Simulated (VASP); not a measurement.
# MgS (Fm-3m) in VASP: further runs, part 2 of 2

VASP 6.6.1. The steps go on from the part before.

## (3) Electric field gradients, LDA

This run uses another cell than the first one, of 17.61 Å³/atom, 0.962 times its volume.

File INCAR:

```
PREC = Accurate ; ENCUT = 520
EDIFF = 1E-8 ; ISMEAR = -1
SIGMA = 0.01 ; LREAL = F
LASPH = T ; NELM = 60
ALGO = Normal ; ISIF = 2
LWAVE = F ; LCHARG = F
GGA = CA ; LEFG = T
NBANDS = 11
```

File KPOINTS:

```
Automatic mesh
0
Gamma
  8 8 8
```

File POSCAR:

```
MgS
1.0
    0.0000000000      2.6016500000      2.6016500000
    2.6016500000      0.0000000000      2.6016500000
    2.6016500000      2.6016500000      0.0000000000
Mg S
1 1
Direct
    0.0000000000      0.0000000000      0.0000000000
    0.5000000000      0.5000000000      0.5000000000
```

Potentials or basis: VASP PAW LDA potentials, release 64 (Mg, S).

The run is started by

```console
cat potpaw_LDA.64/Mg/POTCAR potpaw_LDA.64/S/POTCAR > POTCAR
mpirun -np 1 vasp_std > vasp.out
```

OUTCAR:

```text
PREC = Accurate
   ENCUT = 520
   EDIFF = 1E-8
   ISMEAR = -1
   LREAL = F
   LASPH = T
   NELM = 60
   ISIF = 2
   GGA = CA

 ion  position               nearest neighbor table
   1  0.000  0.000  0.000-   2 2.60   2 2.60   2 2.60   2 2.60   2 2.60   2 2.60
   2  0.500  0.500  0.500-   1 2.60   1 2.60   1 2.60   1 2.60   1 2.60   1 2.60

  LATTYP: Found a face centered cubic cell.
 ALAT       =     5.2033000000

  Lattice vectors:

 A1 = (   0.0000000000,   2.6016500000,   2.6016500000)
 A2 = (   2.6016500000,   0.0000000000,   2.6016500000)
 A3 = (   2.6016500000,   2.6016500000,   0.0000000000)

Analysis of symmetry for initial positions (statically):
=====================================================================
 Subroutine PRICEL returns:
 Original cell was already a primitive cell.

 Routine SETGRP: Setting up the symmetry group for a
 face centered cubic supercell.

 Subroutine GETGRP returns: Found 48 space group operations
 (whereof 48 operations were pure point group operations)
 out of a pool of 48 trial point group operations.

The static configuration has the point symmetry O_h .

Analysis of symmetry for dynamics (positions and initial velocities):
=====================================================================
 Subroutine PRICEL returns:
 Original cell was already a primitive cell.

 Routine SETGRP: Setting up the symmetry group for a
 face centered cubic supercell.

 Subroutine GETGRP returns: Found 48 space group operations
 (whereof 48 operations were pure point group operations)
 out of a pool of 48 trial point group operations.

The dynamic configuration has the point symmetry O_h .

 Subroutine INISYM returns: Found 48 space group operations
 (whereof 48 operations are pure point group operations),
[... 161 lines left out ...]
     10      13.8463      0.00000
     11      15.9345      0.00000
[... 309 lines left out ...]
 k-point    24 :      -0.3750    0.2500    0.1250
  band No.  band energies     occupation
      1      -7.5260      2.00000
      2      -0.7954      2.00000
      3       1.4081      2.00000
      4       2.4108      2.00000
      5       8.9699      0.00000
      6       9.5323      0.00000
      7      11.8410      0.00000
      8      12.8636      0.00000
      9      15.6827      0.00000
     10      16.6206      0.00000
     11      18.9378      0.00000

 [... further k-points ...]
[... 5 lines left out ...]
  --------------------------------------------------------------------------------------
  -------------------------------------------------------------------------------------
  Total       -0.8443522     -0.8443522     -0.8443522      0.0000000     -0.0000000     -0.0000000
  in kB      -38.4111792    -38.4111792    -38.4111792      0.0000000     -0.0000000     -0.0000000
  external PRESSURE =     -38.4111792 kB  Pullay stress =       0.0000000 kB

 VOLUME and BASIS-vectors are now :
 -----------------------------------------------------------------------------
  energy-cutoff  :      520.00
  volume of cell :       35.22
      direct lattice vectors                 reciprocal lattice vectors
     0.000000000  2.601650000  2.601650000    -0.192185728  0.192185728  0.192185728
     2.601650000  0.000000000  2.601650000     0.192185728 -0.192185728  0.192185728
     2.601650000  2.601650000  0.000000000     0.192185728  0.192185728 -0.192185728

 POSITION                                       TOTAL-FORCE (eV/Angst)
 -----------------------------------------------------------------------------------
      0.00000      0.00000      0.00000         0.000000      0.000000     -0.000000
      2.60165      2.60165      2.60165        -0.000000     -0.000000      0.000000
 -----------------------------------------------------------------------------------
    total drift:                                0.000000      0.000000      0.000000

  FREE ENERGIE OF THE ION-ELECTRON SYSTEM (eV)
  ---------------------------------------------------
  free  energy   TOTEN  =        -9.5713280637 eV

  energy  without entropy=       -9.5713280637  energy(sigma->0) =       -9.57132806

 Electric field gradients (V/A^2)
---------------------------------------------------------------------
 ion       V_xx      V_yy      V_zz      V_xy      V_xz      V_yz
---------------------------------------------------------------------
   1       0.000    -0.000     0.000     0.000     0.000     0.000
   2       0.000     0.000    -0.000    -0.000    -0.000    -0.000
---------------------------------------------------------------------

 Electric field gradients after diagonalization (V/A^2)
 (convention: |V_zz| > |V_xx| > |V_yy|)
----------------------------------------------------------------------
 ion       V_xx      V_yy      V_zz     asymmetry (V_yy - V_xx)/ V_zz
----------------------------------------------------------------------
   1      -0.000    -0.000     0.000       0.000
   2       0.000     0.000    -0.001       0.000
----------------------------------------------------------------------

           NMR quadrupolar parameters

 Cq : quadrupolar parameter    Cq=e*Q*V_zz/h
 eta: asymmetry parameters     (V_yy - V_xx)/ V_zz
 Q  : nuclear electric quadrupole moment in mb (millibarn)
----------------------------------------------------------------------
 ion       Cq(MHz)       eta       Q (mb)
----------------------------------------------------------------------
   1       0.000       0.000       1.000
   2      -0.000       0.000       1.000
----------------------------------------------------------------------
```

stdout:

```text
POSCAR found type information on POSCAR MgS
 POSCAR found :  2 types and       2 ions
 scaLAPACK will be used
 LDA part: xc-table for (Slater(with rela. corr.)+CA(PZ))
 , standard interpolation
 POSCAR, INCAR and KPOINTS ok, starting setup
 FFT: planning ... GRIDC
 FFT: planning ... GRID_SOFT
 FFT: planning ... GRID
 WAVECAR not read
 entering main loop
ion   1

ion   2
```

Run time: 8.5 s. Hardware: 1 thread of Intel Xeon Platinum 8559C (Emerald Rapids), shared host; peak memory 0.14 GiB.

Results:

* Free energy: -9.5713 eV
* Pressure: -3.8 GPa
* Band gap on the k mesh: 2.56 eV, indirect (least direct gap 3.49 eV)

Levels at points of the mesh, in eV from the valence-band top:
| k point | band 2 | band 3 | band 4 | band 5 | band 6 | band 7 |
| --- | --- | --- | --- | --- | --- | --- |
| (0.00, 0.00, 0.00) | 0.00 | 0.00 | 0.00 | 3.49 | 7.84 | 7.84 |
| (0.50, 0.00, 0.00) | -4.91 | -0.59 | -0.59 | 4.38 | 6.74 | 6.74 |
| (0.50, 0.50, 0.00) | -4.25 | -1.71 | -1.71 | 2.56 | 4.25 | 11.79 |

Caveat: without QUAD_EFG the Cq values of the log hold for a quadrupole moment of 1 mb, not for the nuclei. A k mesh can miss the band edges.

## (4) Electric field gradients, LDA

This run uses another cell than the first one, of 17.61 Å³/atom, 0.962 times its volume.

File INCAR:

```
SYSTEM = MgS
PREC = Accurate ; ENCUT = 520
EDIFF = 1E-8 ; ISMEAR = -1
SIGMA = 0.01 ; LREAL = .False.
LASPH = .True. ; NELM = 60
ALGO = Normal ; ISIF = 2
LWAVE = .False. ; LCHARG = .False.
GGA = CA ; LEFG = .True.
NBANDS = 11
```

File KPOINTS:

```
regular mesh
0
Gamma
  8 8 8
  0 0 0
```

POSCAR is that of step 3.

Potentials or basis: VASP PAW LDA potentials, release 64 (Mg, S).

The run is started by

```console
cat potpaw_LDA.64/Mg/POTCAR potpaw_LDA.64/S/POTCAR > POTCAR
mpirun -np 1 vasp_std > vasp.out
```

OUTCAR:

```text
SYSTEM = MgS
   PREC = Accurate
   ENCUT = 520
   EDIFF = 1E-8
   ISMEAR = -1
   LREAL = .False.
   LASPH = .True.
   NELM = 60
   ISIF = 2
   GGA = CA

 ion  position               nearest neighbor table
   1  0.000  0.000  0.000-   2 2.60   2 2.60   2 2.60   2 2.60   2 2.60   2 2.60
   2  0.500  0.500  0.500-   1 2.60   1 2.60   1 2.60   1 2.60   1 2.60   1 2.60

  LATTYP: Found a face centered cubic cell.
 ALAT       =     5.2033000000

  Lattice vectors:

 A1 = (   0.0000000000,   2.6016500000,   2.6016500000)
[... 548 lines left out ...]
  ---------------------------------------------------
  free  energy   TOTEN  =        -9.5713280637 eV

  energy  without entropy=       -9.5713280637  energy(sigma->0) =       -9.57132806

 Electric field gradients (V/A^2)
---------------------------------------------------------------------
 ion       V_xx      V_yy      V_zz      V_xy      V_xz      V_yz
---------------------------------------------------------------------
   1       0.000    -0.000     0.000     0.000     0.000     0.000
   2       0.000     0.000    -0.000    -0.000    -0.000    -0.000
---------------------------------------------------------------------

 Electric field gradients after diagonalization (V/A^2)
 (convention: |V_zz| > |V_xx| > |V_yy|)
----------------------------------------------------------------------
 ion       V_xx      V_yy      V_zz     asymmetry (V_yy - V_xx)/ V_zz
----------------------------------------------------------------------
   1      -0.000    -0.000     0.000       0.000
   2       0.000     0.000    -0.001       0.000
----------------------------------------------------------------------

           NMR quadrupolar parameters

 Cq : quadrupolar parameter    Cq=e*Q*V_zz/h
 eta: asymmetry parameters     (V_yy - V_xx)/ V_zz
 Q  : nuclear electric quadrupole moment in mb (millibarn)
----------------------------------------------------------------------
 ion       Cq(MHz)       eta       Q (mb)
----------------------------------------------------------------------
   1       0.000       0.000       1.000
   2      -0.000       0.000       1.000
----------------------------------------------------------------------
```

stdout:

```text
POSCAR found type information on POSCAR MgS
 POSCAR found :  2 types and       2 ions
 scaLAPACK will be used
 LDA part: xc-table for (Slater(with rela. corr.)+CA(PZ))
 , standard interpolation
 POSCAR, INCAR and KPOINTS ok, starting setup
 FFT: planning ... GRIDC
 FFT: planning ... GRID_SOFT
 FFT: planning ... GRID
 WAVECAR not read
 entering main loop
ion   1

ion   2
```

Run time: 8.1 s. Hardware: 1 thread of Intel Xeon Platinum 8559C (Emerald Rapids), shared host; peak memory 0.14 GiB.

What came out:

| Property | Result |
| --- | --- |
| Free energy | -9.5713 eV |
| Pressure | -3.8 GPa |
| Band gap on the k mesh | 2.56 eV, indirect (least direct gap 3.49 eV) |

Levels at points of the mesh, in eV from the valence-band top:
| k point | band 1 | band 2 | band 3 | band 4 | band 5 | band 6 | band 7 | band 8 |
| --- | --- | --- | --- | --- | --- | --- | --- | --- |
| (0.00, 0.00, 0.00) | -12.64 | 0.00 | 0.00 | 0.00 | 3.49 | 7.84 | 7.84 | 7.84 |
| (0.50, 0.00, 0.00) | -11.31 | -4.91 | -0.59 | -0.59 | 4.38 | 6.74 | 6.74 | 9.84 |
| (0.50, 0.50, 0.00) | -10.93 | -4.25 | -1.71 | -1.71 | 2.56 | 4.25 | 11.79 | 12.76 |

Caveat: without QUAD_EFG the Cq values of the log hold for a quadrupole moment of 1 mb, not for the nuclei.
